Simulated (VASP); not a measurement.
## BaS: single point with LDA

Crystal: BaS.

```
CELL_PARAMETERS angstrom
0.00000 3.15059 3.15059
3.15059 0.00000 3.15059
3.15059 3.15059 0.00000
ATOMIC_POSITIONS crystal
Ba 0.00000 0.00000 0.00000
S 0.50000 0.50000 0.50000
```

- Program: VASP 6.6.1
- Task: single point
- Functional: LDA
- Potentials or basis: VASP PAW LDA potentials, release 64 (Ba_sv, S)
- Cutoff: 520 eV
- k mesh: 7 × 7 × 7
- Occupations: fermi-dirac, width 0.01 eV
- Spin: no spin polarisation

- Pressure: 0.0 GPa
- Band gap on the k mesh: 1.89 eV (least direct gap 2.02 eV)

Levels at points of the mesh, in eV from the valence-band top:
```csv
k point,band 6,band 7,band 8,band 9,band 10,band 11
"(0.00, 0.00, 0.00)",0.00,0.00,0.00,3.51,3.70,3.70
```

Run time: 7.6 s on 1 thread of Intel(R) Xeon(R) 6975P-C (Granite Rapids) (shared host), peak memory 0.17 GiB.

Caveat: spin-orbit coupling is left out, which moves the levels of the heavy elements; an odd mesh through Γ misses points on the zone boundary, where band edges can lie.
